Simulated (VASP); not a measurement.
# BeS (F-43m) in VASP: dielectric tensor with r2SCAN

Aim: the dielectric tensor of BeS with r2SCAN.

All numbers are computed with VASP 6.6.1; they aren't measurements. Logs are shortened: lines on timing, memory, paths and dates and some standing lists are left out, and cuts for length are marked.

### Step 1. The cell of the first run

The structure is cubic, space group F-43m (No. 216). The conventional cell has a = 4.869 Å, b = 4.869 Å, c = 4.869 Å, α = 90.00°, β = 90.00°, γ = 90.00°. Be (site symmetry -43m) has 4 S at 2.11 Å within 2.8 Å. Within 2.8 Å of S (site symmetry -43m) lie 4 Be at 2.11 Å.

### Step 2. Dielectric tensor, r2SCAN

File INCAR:

```
PREC = Accurate ; ENCUT = 520
EDIFF = 1E-8 ; ISMEAR = 0
SIGMA = 0.01 ; LREAL = F
LASPH = T ; NELM = 100
ALGO = Normal ; ISIF = 2
LWAVE = F ; LCHARG = F
METAGGA = R2SCAN ; LMIXTAU = T
LCALCEPS = T
```

File KPOINTS:

```
Automatic mesh
0
Gamma
  8 8 8
```

File POSCAR:

```
BeS
1.0
    0.0000000000      2.4343062282      2.4343062282
    2.4343062282      0.0000000000      2.4343062282
    2.4343062282      2.4343062282      0.0000000000
Be S
1 1
Direct
    0.0000000000      0.0000000000      0.0000000000
    0.2500000000      0.2500000000      0.2500000000
```

Potentials or basis: VASP PAW PBE potentials, release 64 (Be, S).

Command:

```sh
$ cat potpaw_PBE.64/Be/POTCAR potpaw_PBE.64/S/POTCAR > POTCAR
$ mpirun -np 1 vasp_std > vasp.out
```

OUTCAR:

```text
PREC = Accurate
   ENCUT = 520
   EDIFF = 1E-8
   ISMEAR = 0
   LREAL = F
   LASPH = T
   NELM = 100
   ISIF = 2
   METAGGA = R2SCAN

 ion  position               nearest neighbor table
   1  0.000  0.000  0.000-   2 2.11   2 2.11   2 2.11   2 2.11
   2  0.250  0.250  0.250-   1 2.11   1 2.11   1 2.11   1 2.11

  LATTYP: Found a face centered cubic cell.
 ALAT       =     4.8686124564

  Lattice vectors:

 A1 = (   0.0000000000,   2.4343062282,   2.4343062282)
 A2 = (   2.4343062282,   0.0000000000,   2.4343062282)
 A3 = (   2.4343062282,   2.4343062282,   0.0000000000)

Analysis of symmetry for initial positions (statically):
=====================================================================
 Subroutine PRICEL returns:
 Original cell was already a primitive cell.

 Routine SETGRP: Setting up the symmetry group for a
 face centered cubic supercell.

 Subroutine GETGRP returns: Found 24 space group operations
 (whereof 24 operations were pure point group operations)
 out of a pool of 48 trial point group operations.

The static configuration has the point symmetry T_d .

Analysis of symmetry for dynamics (positions and initial velocities):
=====================================================================
 Subroutine PRICEL returns:
 Original cell was already a primitive cell.

 Routine SETGRP: Setting up the symmetry group for a
 face centered cubic supercell.

 Subroutine GETGRP returns: Found 24 space group operations
 (whereof 24 operations were pure point group operations)
 out of a pool of 48 trial point group operations.

The dynamic configuration has the point symmetry T_d .

 Subroutine INISYM returns: Found 24 space group operations
 (whereof 24 operations are pure point group operations),
 and found     1 'primitive' translations

----------------------------------------------------------------------------------------

                                     Primitive cell

  volume of cell :      28.8507

  direct lattice vectors                    reciprocal lattice vectors
     0.000000000  2.434306228  2.434306228    -0.205397330  0.205397330  0.205397330
     2.434306228  0.000000000  2.434306228     0.205397330 -0.205397330  0.205397330
     2.434306228  2.434306228  0.000000000     0.205397330  0.205397330 -0.205397330

  length of vectors
     3.442628883  3.442628883  3.442628883     0.355758612  0.355758612  0.355758612

  position of ions in fractional coordinates (direct lattice)
     0.000000000  0.000000000  0.000000000
     0.250000000  0.250000000  0.250000000

  ion indices of the primitive-cell ions
   primitive index   ion index
                 1           1
                 2           2

----------------------------------------------------------------------------------------

 KPOINTS: Automatic mesh

Automatic generation of k-mesh.
 Grid dimensions read from file:
 generate k-points for:    8    8    8

 Generating k-lattice:

  Cartesian coordinates                     Fractional coordinates (reciprocal lattice)
    -0.025674666  0.025674666  0.025674666     0.125000000  0.000000000  0.000000000
     0.025674666 -0.025674666  0.025674666     0.000000000  0.125000000  0.000000000
     0.025674666  0.025674666 -0.025674666     0.000000000  0.000000000  0.125000000

  Length of vectors
     0.044469826  0.044469826  0.044469826

  Shift w.r.t. Gamma in fractional coordinates (k-lattice)
     0.000000000  0.000000000  0.000000000

 Subroutine IBZKPT returns following result:
 ===========================================

 Found     29 irreducible k-points:

 Following reciprocal coordinates:
            Coordinates               Weight
  0.000000  0.000000  0.000000      1.000000
  0.125000  0.000000  0.000000      8.000000
  0.250000  0.000000  0.000000      8.000000
  0.375000  0.000000  0.000000      8.000000
  0.500000  0.000000  0.000000      4.000000
  0.125000  0.125000  0.000000      6.000000
[... 16 lines left out ...]
  0.500000  0.250000  0.125000     48.000000
 -0.375000  0.250000  0.125000     24.000000
 [... further k-points ...]
   k-points           NKPTS =     29   k-points in BZ     NKDIM =     29   number of bands    NBANDS=      8
   number of dos      NEDOS =    301   number of ions     NIONS =      2
   total plane-waves  NPLWV =  21952
   dimension x,y,z NGX =    28 NGY =   28 NGZ =   28
   dimension x,y,z NGXF=    56 NGYF=   56 NGZF=   56
   ions per type =               1   1
   NGX,Y,Z   is equivalent  to a cutoff of  13.52, 13.52, 13.52 a.u.
   NGXF,Y,Z  is equivalent  to a cutoff of  27.04, 27.04, 27.04 a.u.
 SYSTEM =  unknown system
   PREC   = accura    normal or accurate (medium, high low for compatibility)
   ISTART =      0    job   : 0-new  1-cont  2-samecut
   ICHARG =      2    charge: 1-file 2-atom 10-const
   ISPIN  =      1    spin polarized calculation?
   LNONCOLLINEAR =      F non collinear calculations
   LSORBIT =      F    spin-orbit coupling
   LASPH  =      T    aspherical Exc in radial PAW
   ENCUT  =  520.0 eV  38.22 Ry    6.18 a.u.   6.40  6.40  6.40*2*pi/ulx,y,z
   NELM   =    100;   NELMIN=  2; NELMDL= -5     # of ELM steps
   EDIFF  = 0.1E-07   stopping-criterion for ELM
   LREAL  =      F    real-space projection
   EDIFFG = 0.1E-06   stopping-criterion for IOM
   NSW    =      0    number of steps for IOM
   IBRION =     -1    ionic relax: 0-MD 1-quasi-New 2-CG
   NFREE  =      0    steps in history (QN), initial steepest desc. (CG)
   ISIF   =      2    stress and relaxation
   ISYM   =      2    0-nonsym 1-usesym 2-fastsym
   POTIM  = 0.5000    time-step for ionic-motion
   TEBEG  =    0.0;   TEEND  =   0.0 temperature during run
   PSTRESS=    0.0 pullay stress
   NELECT =       8.0000    total number of electrons
   NUPDOWN=      -1.0000    fix difference up-down
   EMIN   =  10.00;   EMAX   =-10.00  energy-range for DOS
   EFERMI =   0.00;   METHOD = LEGACY
   ISMEAR =     0;   SIGMA  =   0.01  broadening in eV -4-tet -1-fermi 0-gaus
   EFERMI_NEDOS =   21; number of points for ismear=-14 and -15
   IALGO  =     38    algorithm
   IMIX   =      4    mixing-type and parameters
     AMIX     =   0.40;   BMIX     =  1.00
     AMIX_MAG =   1.60;   BMIX_MAG =  1.00
  volume/ion in A,a.u.               =      14.43        97.35
  Fermi-wavevector in a.u.,A,eV,Ry     =   1.067545  2.017368 15.505918  1.139653
  Thomas-Fermi vector in A             =   2.203165
   LORBIT       =      0    0 simple, 1 ext, 2 COOP (PROOUT), +10 PAW based schemes
   METAGGA = R2SCAN    functional components
   LHFCALC =     F    Hartree Fock is set to
   AEXX    =    0.0000 exact exchange contribution
   IVDW    =     0    specifies the selected vdW correction
   LEPSILON=     F    determine dielectric tensor
   LRPA    =     F    only Hartree local field effects (RPA)
   LRPA       =     F
 non-spin polarized calculation
 Gauss-broadening in eV      SIGMA  =   0.01
  energy-cutoff  :      520.00
  volume of cell :       28.85
 maximum number of plane-waves:       791
 NGX is ok and might be reduce to    28
   NGX = 13   NGY = 13   NGZ = 13

 number of electron       7.9999999 magnetization

 Free energy of the ion-electron system (eV)
  ---------------------------------------------------
  ext. energy  EPLUGINS =         0.00000000
  ---------------------------------------------------
  free energy    TOTEN  =       -14.78661321 eV

  energy without entropy =      -14.78661321  energy(sigma->0) =      -14.78661321

 E-fermi :   3.8953     XC(G=0): -10.1335

 val. band max:        3.8490448793   @ k =   0.0000   0.0000   0.0000
 cond. band min:   10000.0000000000   @ k =   0.0000   0.0000   0.0000
 fundamental gap:   9996.1509551207
 Fermi energy:         3.8952519430

 k-point     1 :       0.0000    0.0000    0.0000
  band No.  band energies     occupation
      1     -10.3685      2.00000
      2       3.8482      2.00000
      3       3.8486      2.00000
      4       3.8490      2.00000
      5   10000.0000      0.00000
      6   10000.0000      0.00000
      7   10000.0000      0.00000
      8   10000.0000      0.00000

 k-point     2 :       0.1250    0.0000    0.0000
  band No.  band energies     occupation
      1     -10.1860      2.00000
      2       2.6500      2.00000
      3       3.6509      2.00000
      4       3.6514      2.00000
      5   10000.0000      0.00000
      6   10000.0000      0.00000
      7   10000.0000      0.00000
      8   10000.0000      0.00000

 k-point     3 :       0.2500    0.0000    0.0000
  band No.  band energies     occupation
      1      -9.6845      2.00000
      2       0.5074      2.00000
      3       3.2518      2.00000
      4       3.2523      2.00000
      5   10000.0000      0.00000
      6   10000.0000      0.00000
      7   10000.0000      0.00000
      8   10000.0000      0.00000

 k-point     4 :       0.3750    0.0000    0.0000
  band No.  band energies     occupation
      1      -9.0510      2.00000
      2      -1.2965      2.00000
      3       2.9262      2.00000
      4       2.9267      2.00000
      5   10000.0000      0.00000
      6   10000.0000      0.00000
      7   10000.0000      0.00000
      8   10000.0000      0.00000

 k-point     5 :       0.5000    0.0000    0.0000
  band No.  band energies     occupation
      1      -8.7232      2.00000
      2      -2.0350      2.00000
      3       2.8067      2.00000
      4       2.8072      2.00000
      5   10000.0000      0.00000
      6   10000.0000      0.00000
      7   10000.0000      0.00000
      8   10000.0000      0.00000
[... 177 lines left out ...]
 k-point    22 :       0.3750    0.2500    0.1250
  band No.  band energies     occupation
      1      -9.2750      2.00000
      2       0.2625      2.00000
      3       1.6885      2.00000
      4       2.7262      2.00000
      5   10000.0000      0.00000
      6   10000.0000      0.00000
      7   10000.0000      0.00000
      8   10000.0000      0.00000

 k-point    23 :       0.5000    0.2500    0.1250
  band No.  band energies     occupation
      1      -8.7183      2.00000
      2      -0.9235      2.00000
      3       1.1378      2.00000
      4       2.2504      2.00000
      5   10000.0000      0.00000
      6   10000.0000      0.00000
      7   10000.0000      0.00000
      8   10000.0000      0.00000

 k-point    24 :      -0.3750    0.2500    0.1250
  band No.  band energies     occupation
      1      -8.4402      2.00000
      2      -1.4891      2.00000
      3       1.0381      2.00000
      4       2.0022      2.00000
      5   10000.0000      0.00000
      6   10000.0000      0.00000
      7   10000.0000      0.00000
      8   10000.0000      0.00000

 [... further k-points ...]

------------------------ aborting loop because EDIFF is reached ----------------------------------------

            Ionic dipole moment: p[ion]=(     7.30292     7.30292     7.30292 ) |e| Angst

 Total electronic dipole moment: p[elc]=(     0.00451     0.00451     0.01082 ) |e| Angst

 MACROSCOPIC STATIC DIELECTRIC TENSOR (including local field effects)
 ------------------------------------------------------
           4.958147     0.000000    -0.000000
          -0.000000     4.958147     0.000000
           0.000000     0.000000     4.958147
 ------------------------------------------------------

 PIEZOELECTRIC TENSOR (including local field effects) (e Angst)
          XX          YY          ZZ          XY          YZ          ZX
  --------------------------------------------------------------------------------
  x     0.00000    -0.00000    -0.00000    -0.00000    -1.18393    -0.00000
  y    -0.00000     0.00000    -0.00000     0.00000     0.00000    -1.18393
  z    -0.00000    -0.00000     0.00000    -1.18393     0.00000     0.00000

 PIEZOELECTRIC TENSOR (including local field effects) (C/m^2)
          XX          YY          ZZ          XY          YZ          ZX
  --------------------------------------------------------------------------------
  x     0.00000    -0.00000    -0.00000    -0.00000    -0.65748    -0.00000
  y    -0.00000     0.00000    -0.00000     0.00000     0.00000    -0.65748
  z    -0.00000    -0.00000     0.00000    -0.65748     0.00000     0.00000

 BORN EFFECTIVE CHARGES (including local field effects) (in |e|, cummulative output)
 ---------------------------------------------------------------------------------
 ion    1
    1     1.69195     0.00000    -0.00000
    2    -0.00000     1.69195    -0.00000
    3     0.00000     0.00000     1.69195
 ion    2
    1    -1.69195    -0.00000    -0.00000
    2    -0.00000    -1.69195     0.00000
    3    -0.00000    -0.00000    -1.69195

  FORCE on cell =-STRESS in cart. coord.  units (eV):
  Direction    XX          YY          ZZ          XY          YZ          ZX
  --------------------------------------------------------------------------------------
  -------------------------------------------------------------------------------------
  Total        0.0489263      0.0489263      0.0489263     -0.0000000     -0.0000000     -0.0000000
  in kB        2.7170482      2.7170482      2.7170482     -0.0000000     -0.0000000     -0.0000000
  external PRESSURE =       2.7170482 kB  Pullay stress =       0.0000000 kB

 VOLUME and BASIS-vectors are now :
 -----------------------------------------------------------------------------
  energy-cutoff  :      520.00
  volume of cell :       28.85
      direct lattice vectors                 reciprocal lattice vectors
     0.000000000  2.434306228  2.434306228    -0.205397330  0.205397330  0.205397330
     2.434306228  0.000000000  2.434306228     0.205397330 -0.205397330  0.205397330
     2.434306228  2.434306228  0.000000000     0.205397330  0.205397330 -0.205397330

 POSITION                                       TOTAL-FORCE (eV/Angst)
 -----------------------------------------------------------------------------------
      0.00000      0.00000      0.00000         0.000000      0.000000     -0.000000
      1.21715      1.21715      1.21715        -0.000000     -0.000000      0.000000
 -----------------------------------------------------------------------------------
    total drift:                                0.000000      0.000000      0.000000

  FREE ENERGIE OF THE ION-ELECTRON SYSTEM (eV)
  ---------------------------------------------------
  free  energy   TOTEN  =       -14.7866132122 eV

  energy  without entropy=      -14.7866132122  energy(sigma->0) =      -14.78661321
```

It took 18 min on 1 thread of Intel Xeon 6975P-C (Granite Rapids), shared host; peak memory 0.3 GiB.

What came out:

* Band gap on the k mesh: 3.60 eV, indirect (least direct gap 6.26 eV)
* Electronic dielectric tensor (diagonal): 4.96
* Born charges (mean of the diagonal): Be +1.69; S -1.69 e

Electronic dielectric tensor:
```
4.96 0.00 0.00
0.00 4.96 0.00
0.00 0.00 4.96
```

Born effective charge tensors (e):
atom 1, Be
```
1.69 0.00 0.00
0.00 1.69 0.00
0.00 0.00 1.69
```
atom 2, S
```
-1.69  0.00  0.00
 0.00 -1.69  0.00
 0.00  0.00 -1.69
```

Dipole moments of the cell (e·Å, modulo the quantum): ionic 7.303, 7.303, 7.303; electronic 0.005, 0.005, 0.011

Caveat: the PAW data sets were made with another functional, which shifts forces and pressure a little.
